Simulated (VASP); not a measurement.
# AlCo (CsCl type) (Pm-3m) in VASP: further runs, part 2 of 2

VASP 6.6.1. Earlier steps stand in the parts before.

**5. Single point, HSE06**

This run uses another cell than the first one, of 12.04 Å³/atom, 1.095 times its volume.

Contents of POSCAR:

```
AlCo
1.0
    2.8875043009      0.0000000000      0.0000000000
    0.0000000000      2.8875043009      0.0000000000
    0.0000000000      0.0000000000      2.8875043009
Co Al
1 1
Direct
    0.0000000000      0.0000000000      0.0000000000
    0.5000000000      0.5000000000      0.5000000000
```

Contents of INCAR.step1:

```
SYSTEM = AlCo
PREC = Accurate
ENCUT = 520
EDIFF = 1E-5
ISMEAR = -1
SIGMA = 0.1
LREAL = .False.
LASPH = .True.
NELM = 60
ALGO = Normal
ISIF = 2
LWAVE = .True.
LCHARG = .False.
NBANDS = 13
GGA = PE
```

Contents of INCAR.step2:

```
SYSTEM = AlCo
PREC = Accurate
ENCUT = 520
EDIFF = 1E-7
ISMEAR = -1
SIGMA = 0.1
LREAL = .False.
LASPH = .True.
NELM = 60
ALGO = Normal
ISIF = 2
LWAVE = .False.
LCHARG = .False.
GGA = PE
LHFCALC = .True.
HFSCREEN = 0.2079
PRECFOCK = Normal
NBANDS = 13
ISTART = 1
```

Contents of KPOINTS:

```
Automatic mesh
0
Gamma
  4 4 4
  0 0 0
```

Potentials or basis: VASP PAW PBE potentials, release 64 (Co, Al).

The run is started by

```bash
cat potpaw_PBE.64/Co/POTCAR potpaw_PBE.64/Al/POTCAR > POTCAR
cp INCAR.step1 INCAR
mpirun -np 1 vasp_std > vasp.out
cp INCAR.step2 INCAR
mpirun -np 1 vasp_std > vasp.out
```

OUTCAR:

```text
SYSTEM = AlCo
   PREC = Accurate
   ENCUT = 520
   EDIFF = 1E-7
   ISMEAR = -1
   LREAL = .False.
   LASPH = .True.
   NELM = 60
   ISIF = 2
   GGA = PE
   LHFCALC = .True.
   HFSCREEN = 0.2079
   PRECFOCK = Normal
   ISTART = 1

 ion  position               nearest neighbor table
   1  0.000  0.000  0.000-   2 2.50   2 2.50   2 2.50   2 2.50   2 2.50   2 2.50   2 2.50   2 2.50

   2  0.500  0.500  0.500-   1 2.50   1 2.50   1 2.50   1 2.50   1 2.50   1 2.50   1 2.50   1 2.50

  LATTYP: Found a simple cubic cell.
 ALAT       =     2.8875043009

  Lattice vectors:

 A1 = (   2.8875043009,   0.0000000000,   0.0000000000)
 A2 = (   0.0000000000,   2.8875043009,   0.0000000000)
 A3 = (   0.0000000000,   0.0000000000,   2.8875043009)

Analysis of symmetry for initial positions (statically):
=====================================================================
 Subroutine PRICEL returns:
 Original cell was already a primitive cell.

 Routine SETGRP: Setting up the symmetry group for a
 simple cubic supercell.

 Subroutine GETGRP returns: Found 48 space group operations
 (whereof 48 operations were pure point group operations)
 out of a pool of 48 trial point group operations.

The static configuration has the point symmetry O_h .

Analysis of symmetry for dynamics (positions and initial velocities):
=====================================================================
 Subroutine PRICEL returns:
 Original cell was already a primitive cell.

 Routine SETGRP: Setting up the symmetry group for a
 simple cubic supercell.

 Subroutine GETGRP returns: Found 48 space group operations
 (whereof 48 operations were pure point group operations)
 out of a pool of 48 trial point group operations.

The dynamic configuration has the point symmetry O_h .

 Subroutine INISYM returns: Found 48 space group operations
 (whereof 48 operations are pure point group operations),
 and found     1 'primitive' translations

[... 113 lines left out ...]
   HFSCREENC=   0.2079 screening length for correlation (either q_TF or 0.3 A-1)
   ENCUTFOCK=  -1.0 apply spherical cutoff to Coloumb kernel
   IVDW    =     0    specifies the selected vdW correction
   LEPSILON=     F    determine dielectric tensor
   LRPA    =     F    only Hartree local field effects (RPA)
 non-spin polarized calculation
  energy-cutoff  :      520.00
  volume of cell :       24.08
 maximum number of plane-waves:       672
 NGX is ok and might be reduce to    24
  NGX = 18; NGY = 18; NGZ = 18

 number of electron      12.0000002 magnetization

 Free energy of the ion-electron system (eV)
  ---------------------------------------------------
  ext. energy  EPLUGINS =         0.00000000
  ---------------------------------------------------
  free energy    TOTEN  =       -13.99575604 eV

  energy without entropy =      -13.96545093  energy(sigma->0) =      -13.98060348

 E-fermi :   9.8916     XC(G=0):  -9.8652

 val. band max:        9.5986896333   @ k =   0.5000   0.5000   0.2500
 cond. band min:       9.9157660383   @ k =   0.5000   0.5000   0.5000
 fundamental gap:      0.3170764050
 Fermi energy:         9.8916016952

 k-point     1 :       0.0000    0.0000    0.0000
  band No.  band energies     occupation
      1      -2.2975      2.00000
      2       6.4611      2.00000
      3       6.4611      2.00000
      4       7.5330      2.00000
      5       7.5330      2.00000
      6       7.5330      2.00000
      7      16.4259      0.00000
      8      16.4259      0.00000
      9      16.4259      0.00000
     10      19.6143      0.00000
     11      19.6143      0.00000
     12      25.6403      0.00000
     13      32.5601      0.00000
[... 130 lines left out ...]
  band No.  band energies     occupation
      1       4.6710      2.00000
      2       4.6710      2.00000
      3       4.6710      2.00000
      4       9.9158      0.87976
      5       9.9158      0.87973
      6      12.5458      0.00000
      7      12.5458      0.00000
      8      12.5458      0.00000
      9      14.3169      0.00000
     10      15.2389      0.00000
     11      15.2389      0.00000
     12      15.2389      0.00000
     13      19.8903      0.00000

------------------------ aborting loop because EDIFF is reached ----------------------------------------

  FORCE on cell =-STRESS in cart. coord.  units (eV):
  Direction    XX          YY          ZZ          XY          YZ          ZX
  --------------------------------------------------------------------------------------
  -------------------------------------------------------------------------------------
  Total       -1.9216842     -1.9216842     -1.9216842     -0.0000000     -0.0000000      0.0000000
  in kB     -127.8864946   -127.8864946   -127.8864946     -0.0000000     -0.0000000      0.0000000
  external PRESSURE =    -127.8864946 kB  Pullay stress =       0.0000000 kB

 VOLUME and BASIS-vectors are now :
 -----------------------------------------------------------------------------
  energy-cutoff  :      520.00
  volume of cell :       24.08
      direct lattice vectors                 reciprocal lattice vectors
     2.887504301  0.000000000  0.000000000     0.346319830  0.000000000  0.000000000
     0.000000000  2.887504301  0.000000000     0.000000000  0.346319830  0.000000000
     0.000000000  0.000000000  2.887504301     0.000000000  0.000000000  0.346319830

 POSITION                                       TOTAL-FORCE (eV/Angst)
 -----------------------------------------------------------------------------------
      0.00000      0.00000      0.00000         0.000000      0.000000      0.000000
      1.44375      1.44375      1.44375         0.000000      0.000000      0.000000
 -----------------------------------------------------------------------------------
    total drift:                                0.000002      0.000002      0.000002

  FREE ENERGIE OF THE ION-ELECTRON SYSTEM (eV)
  ---------------------------------------------------
  free  energy   TOTEN  =       -13.9957560380 eV

  energy  without entropy=      -13.9654509272  energy(sigma->0) =      -13.98060348
```

OUTCAR.step1:

```text
SYSTEM = AlCo
   PREC = Accurate
   ENCUT = 520
   EDIFF = 1E-5
   ISMEAR = -1
   LREAL = .False.
[... 366 lines left out ...]
      0.00000      0.00000      0.00000         0.000000      0.000000      0.000000
      1.44375      1.44375      1.44375         0.000000      0.000000      0.000000
 -----------------------------------------------------------------------------------
    total drift:                                0.000000      0.000000      0.000000

  FREE ENERGIE OF THE ION-ELECTRON SYSTEM (eV)
  ---------------------------------------------------
  free  energy   TOTEN  =       -11.8933120288 eV

  energy  without entropy=      -11.8299270667  energy(sigma->0) =      -11.86161955
```

Run time: 2.9 min. Hardware: 1 thread of Intel Xeon 6975P-C (Granite Rapids), shared host; peak memory 0.24 GiB.

Results:

```yaml
Free_energy: -13.9958 eV
Pressure: -12.8 GPa
Band_gap_on_the_k_mesh: zero (band 6 reaches 12.55 eV, above the bottom of band 7 at 9.97 eV)
```

Levels at points of the mesh, in eV from the Fermi level:
```tsv
k point	band 4	band 5	band 6	band 7	band 8	band 9
(0.00, 0.00, 0.00)	-2.36	-2.36	-2.36	6.53	6.53	6.53
(0.50, 0.00, 0.00)	-3.20	-2.82	-2.26	0.69	9.21	11.47
(0.50, 0.50, 0.00)	-3.02	-3.00	-3.00	0.12	3.12	3.19
(0.50, 0.50, 0.50)	0.02	0.02	2.65	2.65	2.65	4.43
```

Caveat: the k points lie up to 0.54 Å⁻¹ apart; the PAW data sets were made with another functional, which shifts forces and pressure a little. Spin polarisation is off, so any magnetic state and its effect on volume and gap are missing.

**6. Overview**

| cell | gap on the mesh (eV) | pressure (GPa) |
| --- | --- | --- |
| a = 2.802 Å, 2 atoms | none | 3.5 |
| a = 2.831 Å, 2 atoms | none | -2.8 |
| a = 2.859 Å, 2 atoms | none | -8.3 |
| a = 2.888 Å, 2 atoms | none | -12.8 |

Alike in all rows: task single point; level HSE06; potentials or basis VASP PAW PBE potentials, release 64 (Co, Al); no spin polarisation; k mesh 4 × 4 × 4; cutoff (eV) 520; smearing fermi-dirac 0.1 eV.

Caveats: all runs use coarse meshes; the PAW data sets were made with another functional, which shifts forces and pressure a little.

Total energies depend on the potentials used, so only differences within one code and one set of settings carry meaning.
